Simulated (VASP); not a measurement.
Input of a VASP 6.6.1 run:

INCAR

```
ALGO     = Normal         # electronic algorithm
EDIFF    = 1E-7           # SCF threshold, eV
ENCUT    = 520            # plane-wave cutoff, eV
GGA      = PS             # functional
ISIF     = 2              # what is computed and relaxed
ISMEAR   = -1             # smearing method
LASPH    = True           # aspherical terms in the spheres
LCHARG   = False          # write CHGCAR
LREAL    = False          # projectors in reciprocal space
LWAVE    = False          # write WAVECAR
NBANDS   = 16             # bands
NELM     = 100            # most SCF steps
PREC     = Accurate       # precision mode
SIGMA    = 0.05           # smearing width, eV
```

The input KPOINTS:

```
k-points
0
Gamma
  7 7 7
```

POSCAR

```
HgTe
1.0
    0.0000000000      3.2423687753      3.2423687753
    3.2423687753      0.0000000000      3.2423687753
    3.2423687753      3.2423687753      0.0000000000
Hg Te
1 1
Direct
    0.0000000000      0.0000000000      0.0000000000
    0.5000000000      0.5000000000      0.5000000000
```

Potentials or basis: VASP PAW PBE potentials, release 64 (Hg, Te).

Run with:

```bash
$ cat potpaw_PBE.64/Hg/POTCAR potpaw_PBE.64/Te/POTCAR > POTCAR
$ mpirun -np 1 vasp_std > vasp.out
```

Problem. Predict the band gap on the k mesh.

Solution. Zero (band 9 reaches 2.52 eV, above the bottom of band 10 at 0.80 eV).

Problem. What does it give for the pressure?

Solution. -7.3 GPa.

Caveat: the PAW data sets were made with another functional, which shifts forces and pressure a little; spin-orbit coupling is left out, which moves the levels of the heavy elements.
